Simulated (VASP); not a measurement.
# Cu (P6_3/mmc) in VASP: further runs

Runs on Cu. Level: LDA. Tasks: relaxation of shape and atoms at fixed volume, single point.

Program: VASP 6.6.1. These are calculated values, not measurements. Logs are shortened: lines on timing, memory, paths and dates and some standing lists are left out, and cuts for length are marked.

## (1) The cell of the first run

The structure is hexagonal, space group P6_3/mmc (No. 194). Conventional cell: a = 2.181 Å, b = 2.181 Å, c = 3.596 Å, α = 90.00°, β = 90.00°, γ = 120.00°. Cu (site symmetry -6m2) has 12 Cu at 2.18 to 2.20 Å within 2.9 Å.

This isn't the form of Cu at room conditions, which is fcc.

## (2) Relaxation of shape and atoms at fixed volume, LDA

File INCAR:

```
SYSTEM = Cu
PREC     = Accurate       ! precision mode
ENCUT    = 600            ! plane-wave cutoff, eV
EDIFF    = 1E-6           ! SCF threshold, eV
ISMEAR   = -1             ! smearing method
SIGMA    = 0.1            ! smearing width, eV
LREAL    = .False.        ! projectors in reciprocal space
LASPH    = .True.         ! aspherical terms in the spheres
NELM     = 60             ! most SCF steps
ALGO     = Normal         ! electronic algorithm
ISIF     = 4              ! what is computed and relaxed
LWAVE    = .False.        ! write WAVECAR
LCHARG   = .False.        ! write CHGCAR
IBRION   = 2              ! ionic algorithm
NSW      = 50             ! ionic steps
EDIFFG   = -0.005         ! ionic threshold
```

File KPOINTS:

```
Automatic mesh
0
Gamma
  17 17 10
  0 0 0
```

File POSCAR:

```
Cu
1.0
    2.1812435128      0.0000000000      0.0000000000
   -1.0906217564      1.8890122939      0.0000000000
    0.0000000000      0.0000000000      3.5957706280
Cu
2
Direct
    0.3333333333      0.6666666667      0.2500000000
    0.6666666667      0.3333333333      0.7500000000
```

Potentials or basis: VASP PAW LDA potentials, release 64 (Cu).

Launch:

```
$ cat potpaw_LDA.64/Cu/POTCAR > POTCAR
$ mpirun -np 1 vasp_std > vasp.out
```

OUTCAR:

```text
SYSTEM = Cu
   PREC = Accurate
   ENCUT = 600
   EDIFF = 1E-6
   ISMEAR = -1
   LREAL = .False.
   LASPH = .True.
   NELM = 60
   ISIF = 4
   IBRION = 2
   NSW = 50
   EDIFFG = -0.005

 ion  position               nearest neighbor table
   1  0.333  0.667  0.250-   2 2.20   2 2.20   2 2.20   2 2.20   2 2.20   2 2.20
   2  0.667  0.333  0.750-   1 2.20   1 2.20   1 2.20   1 2.20   1 2.20   1 2.20

  LATTYP: Found a hexagonal cell.
 ALAT       =     2.1812435128
 C/A-ratio  =     1.6484957351

  Lattice vectors:

 A1 = (   2.1812435128,   0.0000000000,   0.0000000000)
 A2 = (  -1.0906217564,   1.8890122939,   0.0000000000)
 A3 = (   0.0000000000,   0.0000000000,   3.5957706280)

Analysis of symmetry for initial positions (statically):
=====================================================================
 Subroutine PRICEL returns:
 Original cell was already a primitive cell.

 Routine SETGRP: Setting up the symmetry group for a
 hexagonal supercell.

 Subroutine GETGRP returns: Found 24 space group operations
 (whereof 12 operations were pure point group operations)
 out of a pool of 24 trial point group operations.

The static configuration has the point symmetry D_3d.
 The point group associated with its full space group is D_6h.

Analysis of symmetry for dynamics (positions and initial velocities):
=====================================================================
 Subroutine PRICEL returns:
 Original cell was already a primitive cell.

 Routine SETGRP: Setting up the symmetry group for a
 hexagonal supercell.

 Subroutine GETGRP returns: Found 24 space group operations
 (whereof 12 operations were pure point group operations)
 out of a pool of 24 trial point group operations.

The dynamic configuration has the point symmetry D_3d.
 The point group associated with its full space group is D_6h.

 Subroutine INISYM returns: Found 24 space group operations
 (whereof 12 operations are pure point group operations),
 and found     1 'primitive' translations

----------------------------------------------------------------------------------------

                                     Primitive cell

  volume of cell :      14.8160

  direct lattice vectors                    reciprocal lattice vectors
     2.181243513  0.000000000  0.000000000     0.458454086  0.264688590  0.000000000
    -1.090621756  1.889012294  0.000000000     0.000000000  0.529377179  0.000000000
     0.000000000  0.000000000  3.595770628     0.000000000  0.000000000  0.278104502

  length of vectors
[... 106 lines left out ...]
   LORBIT       =      0    0 simple, 1 ext, 2 COOP (PROOUT), +10 PAW based schemes
   GGA     = CA    functional components
   LHFCALC =     F    Hartree Fock is set to
   AEXX    =    0.0000 exact exchange contribution
   IVDW    =     0    specifies the selected vdW correction
   LEPSILON=     F    determine dielectric tensor
   LRPA    =     F    only Hartree local field effects (RPA)
 conjugate gradient relaxation of ions
 non-spin polarized calculation
  energy-cutoff  :      600.00
  volume of cell :       14.82
 maximum number of plane-waves:       525
 NGX is ok and might be reduce to    18
   NGX =  9   NGY =  9   NGZ = 15

--------------------------------------- Ionic step        1  -------------------------------------------

 number of electron      21.9999983 magnetization

 Free energy of the ion-electron system (eV)
  ---------------------------------------------------
  ext. energy  EPLUGINS =         0.00000000
  ---------------------------------------------------
  free energy    TOTEN  =        -6.55733720 eV

  energy without entropy =       -6.54638182  energy(sigma->0) =       -6.55185951

------------------------ aborting loop because EDIFF is reached ----------------------------------------

  FORCE on cell =-STRESS in cart. coord.  units (eV):
  Direction    XX          YY          ZZ          XY          YZ          ZX
  --------------------------------------------------------------------------------------
  -------------------------------------------------------------------------------------
  Total       17.6425270     17.6425270     17.3016183      0.0000000      0.0000000      0.0000000
  in kB     1907.8334373   1907.8334373   1870.9681415      0.0000000      0.0000000      0.0000000
  external PRESSURE =    1895.5450054 kB  Pullay stress =       0.0000000 kB
[... 59 lines left out ...]
--------------------------------------- Ionic step        3  -------------------------------------------

 number of electron      21.9999980 magnetization

 Free energy of the ion-electron system (eV)
  ---------------------------------------------------
  ext. energy  EPLUGINS =         0.00000000
  ---------------------------------------------------
  free energy    TOTEN  =        -6.55781140 eV

  energy without entropy =       -6.54677692  energy(sigma->0) =       -6.55229416

 E-fermi :  15.1315     XC(G=0): -16.0704

 val. band max:       15.0987528727   @ k =   0.1176   0.0000   0.0000
 cond. band min:      15.1416165653   @ k =   0.4706   0.0588   0.1000
 fundamental gap:      0.0428636926
 Fermi energy:        15.1315353878

 k-point     1 :       0.0000    0.0000    0.0000
  band No.  band energies     occupation
      1       1.4094      2.00000
      2       6.2768      2.00000
      3       9.8161      2.00000
      4       9.9583      2.00000
      5       9.9583      2.00000
      6      10.3975      2.00000
      7      10.3975      2.00000
      8      11.0243      2.00000
      9      11.0243      2.00000
     10      12.3321      2.00000
     11      12.5214      2.00000
     12      12.5214      2.00000
     13      21.6684      0.00000
     14      39.8763      0.00000
[... 401 lines left out ...]
      2       7.8622      2.00000
      3       8.0641      2.00000
      4       8.3494      2.00000
      5       9.7819      2.00000
      6       9.9726      2.00000
      7      10.6123      2.00000
      8      11.0440      2.00000
      9      11.9507      2.00000
     10      12.5390      2.00000
     11      12.6509      2.00000
     12      20.3880      0.00000
     13      22.5148      0.00000
     14      28.8099      0.00000
     15      29.7713      0.00000

 [... further k-points ...]

------------------------ aborting loop because EDIFF is reached ----------------------------------------

  FORCE on cell =-STRESS in cart. coord.  units (eV):
  Direction    XX          YY          ZZ          XY          YZ          ZX
  --------------------------------------------------------------------------------------
  -------------------------------------------------------------------------------------
  Total       17.5274909     17.5274909     17.5282291      0.0000000      0.0000000      0.0000000
  in kB     1895.3936243   1895.3936243   1895.4734465      0.0000000      0.0000000      0.0000000
  external PRESSURE =    1895.4202317 kB  Pullay stress =       0.0000000 kB
[... 17 lines left out ...]
  FREE ENERGIE OF THE ION-ELECTRON SYSTEM (eV)
  ---------------------------------------------------
  free  energy   TOTEN  =        -6.5578114037 eV

  energy  without entropy=       -6.5467769215  energy(sigma->0) =       -6.55229416

 reached required accuracy - stopping structural energy minimisation
```

OSZICAR:

```text
N       E                     dE             d eps       ncg     rms          rms(c)
DAV:   1     0.118378265635E+03    0.11838E+03   -0.11648E+04  6508   0.334E+03
DAV:   2    -0.376862905791E+01   -0.12215E+03   -0.11847E+03  5954   0.354E+02
[... 16 lines left out ...]
   2 F= -.65573710E+01 E0= -.65518017E+01  d E =-.337615E-04
       N       E                     dE             d eps       ncg     rms          rms(c)
DAV:   1    -0.655965159343E+01   -0.22801E-02   -0.57723E-02  7718   0.267E+00    0.276E-01
DAV:   2    -0.655841745032E+01    0.12341E-02   -0.87893E-04  8455   0.789E-01    0.161E-01
DAV:   3    -0.655781041841E+01    0.60703E-03   -0.67069E-04  9286   0.759E-01    0.110E-02
DAV:   4    -0.655781145006E+01   -0.10317E-05   -0.22942E-05  7912   0.761E-02    0.641E-03
DAV:   5    -0.655781140369E+01    0.46371E-07   -0.29015E-07  3679   0.135E-02
   3 F= -.65578114E+01 E0= -.65522942E+01  d E =-.474202E-03
```

CONTCAR:

```text
Cu
   1.00000000000000
     2.1842694141350467    0.0000000000000000    0.0000000000000000
    -1.0921347070675234    1.8916328013147901   -0.0000000000000000
     0.0000000000000000    0.0000000000000000    3.5858149781816784
  Cu
     2
Direct
     0.3333333332999970    0.6666666667000030    0.2500000000000000
     0.6666666667000030    0.3333333332999970    0.7500000000000000

  0.00000000E+00  0.00000000E+00  0.00000000E+00
  0.00000000E+00  0.00000000E+00  0.00000000E+00
```

Run time: 46 s. Hardware: 1 thread of Intel Xeon 6975P-C (Granite Rapids), shared host; peak memory 0.16 GiB.

What came out:

```yaml
Free_energy: -6.5578 eV
Energy_gained_by_relaxing: 0.2 meV/atom
Ionic_steps: 3
Pressure_after_relaxing: 189.5 GPa
Band_gap_on_the_k_mesh: zero (bands 11 and 12 overlap by 8.06 eV)
```

The path:
| step | energy change (eV) | largest force (eV/Å) | pressure (GPa) | volume (Å³) |
| --- | --- | --- | --- | --- |
| 1 | 0.0000 | 0.0000 | 189.55 | 14.82 |
| 2 | 0.0000 | 0.0000 | 189.51 | 14.82 |
| 3 | -0.0005 | 0.0000 | 189.54 | 14.82 |

Final structure:
```cif
data_structure
_symmetry_space_group_name_H-M 'P 1'
_symmetry_Int_Tables_number 1
_cell_length_a 2.1843
_cell_length_b 2.1843
_cell_length_c 3.5858
_cell_angle_alpha 90.000
_cell_angle_beta 90.000
_cell_angle_gamma 120.000
_cell_volume 14.82
loop_
_atom_site_label
_atom_site_type_symbol
_atom_site_fract_x
_atom_site_fract_y
_atom_site_fract_z
_atom_site_occupancy
Cu1 Cu 0.33333 0.66667 0.25000 1
Cu2 Cu 0.66667 0.33333 0.75000 1
```

Levels at points of the mesh, in eV from the Fermi level:
```
           k point  band 7  band 8  band 9  band 10  band 11  band 12  band 13  band 14  band 15
(0.00, 0.00, 0.00)   -4.73   -4.11   -4.11    -2.80    -2.61    -2.61     6.54    24.74    28.39
(0.00, 0.00, 0.50)   -5.24   -5.24   -3.05    -3.05    -3.05    -3.05    16.62    16.62    25.69
```

## (3) Single point, LDA

This run uses another cell than the first one, of 8.28 Å³/atom.

File INCAR:

```
SYSTEM = Cu
  PREC = Accurate
  ENCUT = 520
  EDIFF = 1E-7
  ISMEAR = -1
  SIGMA = 0.1
  LREAL = .False.
  LASPH = .True.
  NELM = 80
  ALGO = Normal
  ISIF = 2
  LWAVE = .False.
  LCHARG = .False.
  NBANDS = 18
```

File KPOINTS:

```
regular mesh
0
Gamma
  26 26 15
  0 0 0
```

File POSCAR:

```
Cu
1.0
    2.2661618989      0.0000000000      0.0000000000
   -1.1330809495      1.9625537736      0.0000000000
    0.0000000000      0.0000000000      3.7232577192
Cu
2
Direct
    0.3333333333      0.6666666667      0.2500000000
    0.6666666667      0.3333333333      0.7500000000
```

Potentials or basis: VASP PAW LDA potentials, release 64 (Cu).

Launch:

```
$ cat potpaw_LDA.64/Cu/POTCAR > POTCAR
$ mpirun -np 1 vasp_std > vasp.out
```

OUTCAR:

```text
SYSTEM = Cu
   PREC = Accurate
   ENCUT = 520
   EDIFF = 1E-7
   ISMEAR = -1
   LREAL = .False.
   LASPH = .True.
   NELM = 80
   ISIF = 2

 ion  position               nearest neighbor table
   1  0.333  0.667  0.250-   2 2.28   2 2.28   2 2.28   2 2.28   2 2.28   2 2.28
   2  0.667  0.333  0.750-   1 2.28   1 2.28   1 2.28   1 2.28   1 2.28   1 2.28

  LATTYP: Found a hexagonal cell.
 ALAT       =     2.2661618989
 C/A-ratio  =     1.6429795775

  Lattice vectors:

[... 694 lines left out ...]

  FORCE on cell =-STRESS in cart. coord.  units (eV):
  Direction    XX          YY          ZZ          XY          YZ          ZX
  --------------------------------------------------------------------------------------
  -------------------------------------------------------------------------------------
  Total       10.6872074     10.6872074     10.5585052     -0.0000000      0.0000000      0.0000000
  in kB     1034.0444844   1034.0444845   1021.5918558     -0.0000000      0.0000000      0.0000000
  external PRESSURE =    1029.8936082 kB  Pullay stress =       0.0000000 kB

 VOLUME and BASIS-vectors are now :
 -----------------------------------------------------------------------------
  energy-cutoff  :      520.00
  volume of cell :       16.56
      direct lattice vectors                 reciprocal lattice vectors
     2.266161899  0.000000000  0.000000000     0.441274739  0.254770089  0.000000000
    -1.133080950  1.962553774  0.000000000     0.000000000  0.509540178  0.000000000
     0.000000000  0.000000000  3.723257719     0.000000000  0.000000000  0.268581999

 POSITION                                       TOTAL-FORCE (eV/Angst)
 -----------------------------------------------------------------------------------
     -0.00000      1.30837      0.93081        -0.000000      0.000000      0.000000
      1.13308      0.65418      2.79244         0.000000      0.000000      0.000000
 -----------------------------------------------------------------------------------
    total drift:                               -0.000000      0.000000     -0.000000

  FREE ENERGIE OF THE ION-ELECTRON SYSTEM (eV)
  ---------------------------------------------------
  free  energy   TOTEN  =        -8.1028396886 eV

  energy  without entropy=       -8.0857228601  energy(sigma->0) =       -8.09428127
```

OSZICAR:

```text
N       E                     dE             d eps       ncg     rms          rms(c)
DAV:   1     0.114220200698E+03    0.11422E+03   -0.10382E+04 22986   0.244E+03
DAV:   2    -0.375410088699E+01   -0.11797E+03   -0.11205E+03 20204   0.303E+02
DAV:   3    -0.100871853441E+02   -0.63331E+01   -0.62145E+01 21936   0.899E+01
DAV:   4    -0.101524051296E+02   -0.65220E-01   -0.65177E-01 23466   0.984E+00
DAV:   5    -0.101532469823E+02   -0.84185E-03   -0.84182E-03 24192   0.103E+00    0.113E+01
DAV:   6    -0.845537979975E+01    0.16979E+01   -0.69925E+00 21394   0.872E+01    0.231E+00
DAV:   7    -0.816705574248E+01    0.28832E+00   -0.89700E-01 23988   0.280E+01    0.128E+00
DAV:   8    -0.810550851240E+01    0.61547E-01   -0.10414E-02 33194   0.196E+00    0.296E-01
DAV:   9    -0.810289121030E+01    0.26173E-02   -0.82462E-04 34910   0.880E-01    0.379E-02
DAV:  10    -0.810284211045E+01    0.49100E-04   -0.44232E-05 30018   0.865E-02    0.676E-03
DAV:  11    -0.810283965105E+01    0.24594E-05   -0.97322E-07 32720   0.193E-02    0.200E-03
DAV:  12    -0.810283968864E+01   -0.37596E-07   -0.73631E-08 14072   0.684E-03
   1 F= -.81028397E+01 E0= -.80942813E+01  d E =-.171168E-01
```

Run time: 70 s. Hardware: 1 thread of Intel Xeon 6975P-C (Granite Rapids), shared host; peak memory 0.23 GiB.

What came out:

| Item | Value |
| --- | --- |
| Free energy | -8.1028 eV |
| Pressure | 103.0 GPa |
| Band gap on the k mesh | zero (bands 11 and 12 overlap by 7.51 eV) |

Levels at points of the mesh, in eV from the Fermi level:
```
           k point  band 9  band 10  band 11  band 12  band 13  band 14
(0.00, 0.00, 0.00)   -3.55    -2.29    -2.29    -2.27     5.77    24.18
(0.50, 0.00, 0.00)   -2.04    -1.93     0.00     2.40     9.57    10.46
```

Caveat: the cell stands under pressure.

(Part 1 of 2 ends here.)
